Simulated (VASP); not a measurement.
# ZnO (P6_3/mmc) in VASP: a series of runs

The runs below take ZnO through single point, with PBE.

All numbers are computed with VASP 6.6.1; they aren't measurements. Logs are shortened: lines on timing, memory, paths and dates and some standing lists are left out, and cuts for length are marked.

## (1) The cell of the first run

The structure is hexagonal, space group P6_3/mmc (No. 194). The conventional cell has a = 3.266 Å, b = 3.266 Å, c = 7.083 Å, α = 90.00°, β = 90.00°, γ = 120.00°. Within 2.5 Å of Zn (site symmetry -6m2) lie 3 O at 1.89 Å. Within 2.5 Å of O (site symmetry -6m2) lie 3 Zn at 1.89 Å.

## (2) Single point, PBE (16.36 Å³/atom)

Input file INCAR:

```
SYSTEM = ZnO
PREC = Accurate
ENCUT = 520
EDIFF = 1E-6
ISMEAR = -1
SIGMA = 0.05
LREAL = .FALSE.
LASPH = .TRUE.
NELM = 60
ALGO = Normal
ISIF = 2
LWAVE = .FALSE.
LCHARG = .FALSE.
GGA = PE
NBANDS = 26
```

Input file KPOINTS:

```
Automatic mesh
0
G
  9 9 4
  0 0 0
```

Input file POSCAR:

```
ZnO
1.0
    3.2658996001      0.0000000000      0.0000000000
   -1.6329498000      2.8283520199      0.0000000000
    0.0000000000      0.0000000000      7.0825845970
Zn O
2 2
Direct
    0.0000000000      0.0000000000      0.2500000000
    0.0000000000      0.0000000000      0.7500000000
    0.6666666667      0.3333333333      0.7500000000
    0.3333333333      0.6666666667      0.2500000000
```

Potentials or basis: VASP PAW PBE potentials, release 64 (Zn, O).

Launch:

```bash
> cat potpaw_PBE.64/Zn/POTCAR potpaw_PBE.64/O/POTCAR > POTCAR
> mpirun -np 1 vasp_std > vasp.out
```

OUTCAR:

```text
SYSTEM = ZnO
   PREC = Accurate
   ENCUT = 520
   EDIFF = 1E-6
   ISMEAR = -1
   LREAL = .FALSE.
   LASPH = .TRUE.
   NELM = 60
   ISIF = 2
   GGA = PE

 ion  position               nearest neighbor table
   1  0.000  0.000  0.250-   4 1.89   4 1.89   4 1.89
   2  0.000  0.000  0.750-   3 1.89   3 1.89   3 1.89
   3  0.667  0.333  0.750-   2 1.89   2 1.89   2 1.89
   4  0.333  0.667  0.250-   1 1.89   1 1.89   1 1.89

  LATTYP: Found a hexagonal cell.
 ALAT       =     3.2658996001
 C/A-ratio  =     2.1686473757

  Lattice vectors:

 A1 = (   3.2658996001,   0.0000000000,   0.0000000000)
 A2 = (  -1.6329498000,   2.8283520199,   0.0000000000)
 A3 = (   0.0000000000,   0.0000000000,   7.0825845970)

Analysis of symmetry for initial positions (statically):
=====================================================================
 Subroutine PRICEL returns:
 Original cell was already a primitive cell.

 Routine SETGRP: Setting up the symmetry group for a
 hexagonal supercell.

 Subroutine GETGRP returns: Found 24 space group operations
 (whereof 12 operations were pure point group operations)
 out of a pool of 24 trial point group operations.

The static configuration has the point symmetry D_3d.
 The point group associated with its full space group is D_6h.

Analysis of symmetry for dynamics (positions and initial velocities):
=====================================================================
 Subroutine PRICEL returns:
 Original cell was already a primitive cell.

 Routine SETGRP: Setting up the symmetry group for a
 hexagonal supercell.

 Subroutine GETGRP returns: Found 24 space group operations
 (whereof 12 operations were pure point group operations)
 out of a pool of 24 trial point group operations.

The dynamic configuration has the point symmetry D_3d.
 The point group associated with its full space group is D_6h.

 Subroutine INISYM returns: Found 24 space group operations
 (whereof 12 operations are pure point group operations),
 and found     1 'primitive' translations

----------------------------------------------------------------------------------------

                                     Primitive cell

  volume of cell :      65.4226

  direct lattice vectors                    reciprocal lattice vectors
     3.265899600  0.000000000  0.000000000     0.306194348  0.176781389  0.000000000
    -1.632949800  2.828352020  0.000000000     0.000000000  0.353562779  0.000000000
     0.000000000  0.000000000  7.082584597     0.000000000  0.000000000  0.141191395

  length of vectors
     3.265899600  3.265899600  7.082584597     0.353562779  0.353562779  0.141191395

  position of ions in fractional coordinates (direct lattice)
     0.000000000  0.000000000  0.250000000
     0.000000000  0.000000000  0.750000000
     0.666666667  0.333333333  0.750000000
     0.333333333  0.666666667  0.250000000

  ion indices of the primitive-cell ions
   primitive index   ion index
                 1           1
                 2           2
                 3           3
                 4           4

----------------------------------------------------------------------------------------

 KPOINTS: Automatic mesh

Automatic generation of k-mesh.
 Grid dimensions read from file:
 generate k-points for:    9    9    4

 Generating k-lattice:

  Cartesian coordinates                     Fractional coordinates (reciprocal lattice)
     0.034021594  0.019642377  0.000000000     0.111111111  0.000000000  0.000000000
     0.000000000  0.039284753  0.000000000     0.000000000  0.111111111  0.000000000
     0.000000000  0.000000000  0.035297849     0.000000000  0.000000000  0.250000000

  Length of vectors
     0.039284753  0.039284753  0.035297849

  Shift w.r.t. Gamma in fractional coordinates (k-lattice)
     0.000000000  0.000000000  0.000000000

 Subroutine IBZKPT returns following result:
 ===========================================

 Found     36 irreducible k-points:

 Following reciprocal coordinates:
            Coordinates               Weight
  0.000000  0.000000  0.000000      1.000000
  0.111111  0.000000  0.000000      6.000000
  0.222222 -0.000000  0.000000      6.000000
  0.333333  0.000000  0.000000      6.000000
  0.444444 -0.000000  0.000000      6.000000
  0.111111  0.111111  0.000000      6.000000
[... 16 lines left out ...]
  0.333333  0.222222  0.250000     24.000000
  0.333333  0.333333  0.250000      4.000000
 [... further k-points ...]
   k-points           NKPTS =     36   k-points in BZ     NKDIM =     36   number of bands    NBANDS=     26
   number of dos      NEDOS =    301   number of ions     NIONS =      4
   total plane-waves  NPLWV =  31104
   dimension x,y,z NGX =    24 NGY =   24 NGZ =   54
   dimension x,y,z NGXF=    48 NGYF=   48 NGZF=  108
   ions per type =               2   2
   NGX,Y,Z   is equivalent  to a cutoff of  12.22, 12.22, 12.68 a.u.
   NGXF,Y,Z  is equivalent  to a cutoff of  24.43, 24.43, 25.35 a.u.
 SYSTEM =  ZnO
   PREC   = accura    normal or accurate (medium, high low for compatibility)
   ISTART =      0    job   : 0-new  1-cont  2-samecut
   ICHARG =      2    charge: 1-file 2-atom 10-const
   ISPIN  =      1    spin polarized calculation?
   LNONCOLLINEAR =      F non collinear calculations
   LSORBIT =      F    spin-orbit coupling
   LASPH  =      T    aspherical Exc in radial PAW
   ENCUT  =  520.0 eV  38.22 Ry    6.18 a.u.   6.07  6.07 13.17*2*pi/ulx,y,z
   NELM   =     60;   NELMIN=  2; NELMDL= -5     # of ELM steps
   EDIFF  = 0.1E-05   stopping-criterion for ELM
   LREAL  =      F    real-space projection
   EDIFFG = 0.1E-04   stopping-criterion for IOM
   NSW    =      0    number of steps for IOM
   IBRION =     -1    ionic relax: 0-MD 1-quasi-New 2-CG
   NFREE  =      0    steps in history (QN), initial steepest desc. (CG)
   ISIF   =      2    stress and relaxation
   ISYM   =      2    0-nonsym 1-usesym 2-fastsym
   POTIM  = 0.5000    time-step for ionic-motion
   TEBEG  =    0.0;   TEEND  =   0.0 temperature during run
   PSTRESS=    0.0 pullay stress
   NELECT =      36.0000    total number of electrons
   NUPDOWN=      -1.0000    fix difference up-down
   EMIN   =  10.00;   EMAX   =-10.00  energy-range for DOS
   EFERMI =   0.00;   METHOD = LEGACY
   ISMEAR =    -1;   SIGMA  =   0.05  broadening in eV -4-tet -1-fermi 0-gaus
   EFERMI_NEDOS =   21; number of points for ismear=-14 and -15
   IALGO  =     38    algorithm
   IMIX   =      4    mixing-type and parameters
     AMIX     =   0.40;   BMIX     =  1.00
     AMIX_MAG =   1.60;   BMIX_MAG =  1.00
  volume/ion in A,a.u.               =      16.36       110.37
  Fermi-wavevector in a.u.,A,eV,Ry     =   1.341528  2.535120 24.486358  1.799697
  Thomas-Fermi vector in A             =   2.469754
   LORBIT       =      0    0 simple, 1 ext, 2 COOP (PROOUT), +10 PAW based schemes
   GGA     = PE    functional components
   LHFCALC =     F    Hartree Fock is set to
   AEXX    =    0.0000 exact exchange contribution
   IVDW    =     0    specifies the selected vdW correction
   LEPSILON=     F    determine dielectric tensor
   LRPA    =     F    only Hartree local field effects (RPA)
 non-spin polarized calculation
  energy-cutoff  :      520.00
  volume of cell :       65.42
 maximum number of plane-waves:      1794
   NGX = 13   NGY = 13   NGZ = 27

 number of electron      36.0000028 magnetization

 Free energy of the ion-electron system (eV)
  ---------------------------------------------------
  ext. energy  EPLUGINS =         0.00000000
  ---------------------------------------------------
  free energy    TOTEN  =       -16.95778410 eV

  energy without entropy =      -16.95777816  energy(sigma->0) =      -16.95778113

 E-fermi :  -0.1249     XC(G=0):  -9.0210

 val. band max:       -0.6056991137   @ k =   0.0000   0.0000   0.0000
 cond. band min:       0.2191946636   @ k =   0.0000   0.0000   0.0000
 fundamental gap:      0.8248937774
 Fermi energy:        -0.1249384747

 k-point     1 :       0.0000    0.0000    0.0000
  band No.  band energies     occupation
      1     -18.2227      2.00000
      2     -18.1376      2.00000
      3      -6.8284      2.00000
      4      -6.8284      2.00000
      5      -6.8131      2.00000
      6      -6.8131      2.00000
[... 18 lines left out ...]
     25      12.3166      0.00000
     26      13.1258      0.00000

 k-point     2 :       0.1111    0.0000    0.0000
  band No.  band energies     occupation
      1     -18.1643      2.00000
      2     -18.0840      2.00000
      3      -6.8515      2.00000
      4      -6.8393      2.00000
      5      -6.7445      2.00000
      6      -6.7290      2.00000
[... 18 lines left out ...]
     25      12.1957      0.00000
     26      12.5474      0.00000

 k-point     3 :       0.2222   -0.0000    0.0000
  band No.  band energies     occupation
      1     -18.0131      2.00000
      2     -17.9467      2.00000
      3      -6.8692      2.00000
      4      -6.8636      2.00000
      5      -6.5102      2.00000
      6      -6.4947      2.00000
[... 18 lines left out ...]
     25      11.6390      0.00000
     26      13.0718      0.00000

 k-point     4 :       0.3333    0.0000    0.0000
  band No.  band energies     occupation
      1     -17.8337      2.00000
      2     -17.7880      2.00000
      3      -6.7915      2.00000
      4      -6.7911      2.00000
      5      -6.1897      2.00000
      6      -6.1761      2.00000
[... 18 lines left out ...]
     25      11.5692      0.00000
     26      12.6558      0.00000
[... 496 lines left out ...]
      1     -17.7495      2.00000
      2     -17.7245      2.00000
      3      -6.6854      2.00000
      4      -6.6797      2.00000
      5      -5.9691      2.00000
      6      -5.9686      2.00000
[... 18 lines left out ...]
     25      10.3695      0.00000
     26      11.6848      0.00000

 k-point    23 :       0.3333    0.2222    0.2500
  band No.  band energies     occupation
      1     -17.6567      2.00000
      2     -17.6455      2.00000
      3      -6.4896      2.00000
      4      -6.4834      2.00000
      5      -5.9623      2.00000
      6      -5.8891      2.00000
[... 18 lines left out ...]
     25       9.8057      0.00000
     26      10.5468      0.00000

 k-point    24 :       0.3333    0.3333    0.2500
  band No.  band energies     occupation
      1     -17.6221      2.00000
      2     -17.6221      2.00000
      3      -6.3844      2.00000
      4      -6.3735      2.00000
      5      -5.9271      2.00000
      6      -5.9271      2.00000
[... 18 lines left out ...]
     25       9.2392      0.00000
     26       9.7753      0.00000

 [... further k-points ...]

------------------------ aborting loop because EDIFF is reached ----------------------------------------

  FORCE on cell =-STRESS in cart. coord.  units (eV):
  Direction    XX          YY          ZZ          XY          YZ          ZX
  --------------------------------------------------------------------------------------
  -------------------------------------------------------------------------------------
  Total        1.1767196      1.1767196      0.1220992      0.0000000      0.0000000      0.0000000
  in kB       28.8174475     28.8174475      2.9901652      0.0000000      0.0000000      0.0000000
  external PRESSURE =      20.2083534 kB  Pullay stress =       0.0000000 kB

 VOLUME and BASIS-vectors are now :
 -----------------------------------------------------------------------------
  energy-cutoff  :      520.00
  volume of cell :       65.42
      direct lattice vectors                 reciprocal lattice vectors
     3.265899600  0.000000000  0.000000000     0.306194348  0.176781389  0.000000000
    -1.632949800  2.828352020  0.000000000     0.000000000  0.353562779  0.000000000
     0.000000000  0.000000000  7.082584597     0.000000000  0.000000000  0.141191395

 POSITION                                       TOTAL-FORCE (eV/Angst)
 -----------------------------------------------------------------------------------
      0.00000      0.00000      1.77065        -0.000000      0.000000      0.000000
      0.00000      0.00000      5.31194         0.000000      0.000000      0.000000
      1.63295      0.94278      5.31194         0.000000      0.000000      0.000000
     -0.00000      1.88557      1.77065        -0.000000     -0.000000     -0.000000
 -----------------------------------------------------------------------------------
    total drift:                               -0.000000      0.000000      0.000000

  FREE ENERGIE OF THE ION-ELECTRON SYSTEM (eV)
  ---------------------------------------------------
  free  energy   TOTEN  =       -16.9577841038 eV

  energy  without entropy=      -16.9577781572  energy(sigma->0) =      -16.95778113
```

It took 68 s on 1 thread of Intel Xeon 8259CL, shared host; peak memory 0.21 GiB.

Results:

```
Free energy            : -16.9578 eV
Pressure               : 2.0 GPa
Band gap on the k mesh : 0.82 eV
```

A k mesh can miss the band edges.

## (3) Single point, PBE (17.02 Å³/atom)

This run uses another cell than the first one, of 17.02 Å³/atom.

Input file INCAR:

```
PREC = Accurate
ENCUT = 520
EDIFF = 1E-7
ISMEAR = -1
SIGMA = 0.05
LREAL = F
LASPH = T
NELM = 100
ALGO = Normal
ISIF = 2
LWAVE = F
LCHARG = F
GGA = PE
NBANDS = 26
```

Input file KPOINTS:

```
regular mesh
0
Gamma
  9 9 4
```

Input file POSCAR:

```
ZnO
1.0
    3.3097424102      0.0000000000      0.0000000000
   -1.6548712051      2.8663210072      0.0000000000
    0.0000000000      0.0000000000      7.1776641921
Zn O
2 2
Direct
    0.0000000000      0.0000000000      0.2500000000
    0.0000000000      0.0000000000      0.7500000000
    0.6666666667      0.3333333333      0.7500000000
    0.3333333333      0.6666666667      0.2500000000
```

Potentials or basis: VASP PAW PBE potentials, release 64 (Zn, O).

Launch:

```bash
> cat potpaw_PBE.64/Zn/POTCAR potpaw_PBE.64/O/POTCAR > POTCAR
> mpirun -np 1 vasp_std > vasp.out
```

Wall time 1.9 min (1 thread of Intel Xeon 8259CL, shared host); peak memory 0.22 GiB.

The run converged. Its results:

```yaml
Free_energy: -16.9612 eV
Pressure: -1.6 GPa
Band_gap_on_the_k_mesh: 0.82 eV
```

Stress tensor (GPa, compression positive):
```
-2.54  0.00  0.00
 0.00 -2.54  0.00
 0.00  0.00  0.15
```

Levels at points of the mesh, in eV from the valence-band top:
```tsv
k point	band 16	band 17	band 18	band 19	band 20	band 21
(0.00, 0.00, 0.00)	-0.01	0.00	0.00	0.82	3.28	5.18
(0.00, 0.00, 0.50)	0.00	0.00	0.00	1.91	1.91	7.22
```

(Continued in part 2 of 2.)
